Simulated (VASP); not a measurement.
**Tb2GeO: relaxation of cell and atoms with PBE**

Crystal: Tb2GeO.

```
CELL_PARAMETERS angstrom
-2.71508 2.71508 2.66786
2.71508 -2.71508 2.66786
2.71508 2.71508 -2.66786
ATOMIC_POSITIONS crystal
Tb 0.50000 0.50000 0.00000
Tb 0.25000 0.75000 0.50000
Ge 0.00000 0.00000 0.00000
O 0.75000 0.25000 0.50000
```

The cell was built from a structure type or drawn by symmetry, and may not be a known phase.

```yaml
Program: VASP 6.6.1
Task: relaxation of cell and atoms
Functional: PBE
Potentials_or_basis: VASP PAW PBE potentials, release 64 (Tb_3, Ge_d, O), 4f in core
Cutoff: 600 eV
k_mesh: 4 × 4 × 4
Occupations: gaussian, width 0.15 eV
Spin: no spin polarisation
Dipole_correction: no
Mended: yes
Further_INCAR_settings: ALGO = Normal; EDIFF = 1e-07; IBRION = 2; EDIFFG = -0.08; NSW = 36; ISIF = 3
```

```
Relaxed volume                        : 22.35 Å³/atom
Relaxed cell                          : a = 4.894 Å, b = 4.894 Å, c = 4.894 Å, α = 106.41°, β = 106.41°, γ = 115.78°
Space group after relaxing (to 0.1 Å) : I-4m2 (No. 119)
Energy gained by relaxing             : 50.4 meV/atom
Ionic steps                           : 5
Pressure after relaxing               : 0.0 GPa
Band gap on the k mesh                : zero (bands 19 and 20 overlap by 0.66 eV)
```

Step by step:
| step | energy change (eV) | largest force (eV/Å) | pressure (GPa) | volume (Å³) |
| --- | --- | --- | --- | --- |
| 1 | 0.0000 | 0.0000 | 4.39 | 78.67 |
| 2 | -0.1134 | 0.0000 | -0.14 | 84.95 |
| 3 | -0.1182 | 0.0000 | -1.27 | 86.89 |
| 4 | -0.1970 | 0.0000 | -0.32 | 88.90 |
| 5 | -0.2015 | 0.0000 | 0.02 | 89.41 |

Final structure:
```
CELL_PARAMETERS angstrom
-2.93119 2.93119 2.60151
2.93119 -2.93119 2.60151
2.93119 2.93119 -2.60151
ATOMIC_POSITIONS crystal
Tb 0.50000 0.50000 0.00000
Tb 0.25000 0.75000 0.50000
Ge 0.00000 0.00000 0.00000
O 0.75000 0.25000 0.50000
```

Levels at points of the mesh, in eV from the Fermi level:
| k point | band 15 | band 16 | band 17 | band 18 | band 19 | band 20 | band 21 | band 22 | band 23 |
| --- | --- | --- | --- | --- | --- | --- | --- | --- | --- |
| (0.00, 0.00, 0.00) | -2.65 | -2.56 | -1.27 | -0.59 | -0.50 | -0.50 | -0.36 | 1.39 | 1.39 |
| (0.50, 0.00, 0.00) | -3.51 | -3.40 | -2.21 | -1.78 | -0.58 | 0.68 | 1.29 | 1.39 | 2.32 |
| (0.50, 0.50, 0.00) | -2.62 | -2.59 | -2.40 | -0.72 | -0.20 | 0.30 | 0.84 | 1.23 | 1.47 |
| (0.50, 0.50, 0.50) | -3.19 | -2.63 | -0.95 | 0.16 | 0.16 | 0.92 | 1.18 | 1.87 | 1.87 |

Wall time 88 s on 1 thread of Intel(R) Xeon(R) 6975P-C (Granite Rapids) (shared host), peak memory 0.26 GiB.

Caveat: the k points lie up to 0.40 Å⁻¹ apart in the final cell, too coarse for converged energies and pressures of a metal; spin-orbit coupling is left out, which moves the levels of the heavy elements; the 4f electrons are frozen in the core, so they carry no moment and show no levels; the run has no spin polarisation, though such a crystal can be magnetic. With open d or f shells a metallic result of PBE can be an artefact of self-interaction; +U or a hybrid may open a gap.
